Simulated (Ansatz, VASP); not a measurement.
One calculation of SnO, two programs

```
CELL_PARAMETERS angstrom
3.61407 0.00000 0.00000
0.00000 6.11224 0.00000
0.00000 0.00000 3.63838
ATOMIC_POSITIONS crystal
Sn 0.00000 0.23191 0.51314
Sn 0.50000 0.76809 0.01314
O 0.00000 0.89125 0.73686
O 0.50000 0.10875 0.23686
```

Alike in both runs: task single point; functional LDA; k mesh 10 × 6 × 8; occupations gaussian, width 0.05 eV; no spin polarisation.

|  | VASP | Ansatz |
| --- | --- | --- |
| version | VASP 6.6.1 | Ansatz 0.2.0 |
| potentials or method | VASP PAW LDA potentials, release 64 (Sn_d, O), cutoff 520 eV | scalar-relativistic, plane waves, PAW |
| valence electrons in the cell | 40 | 40 |

VASP gave:

* gap on the k mesh at the Fermi level (eV): 1.18
* least direct gap on the mesh (eV): 2.13
* pressure (GPa): -9.1
* traceless stress, the component that is largest in VASP (GPa): 4.69
* rms of the force components (eV/Å): 0.625

Task: What did Ansatz give for the same quantities?

Result: gap on the k mesh at the Fermi level (eV): 1.20; least direct gap on the mesh (eV): 2.14; pressure (GPa): -9.3; traceless stress, the component that is largest in VASP (GPa): 4.85; rms of the force components (eV/Å): 0.656.

LDA's correlation is that of Perdew and Zunger in VASP and of Perdew and Wang (1992) in Ansatz. Atom by atom the forces differ by 0.034 eV/Å (rms over components).
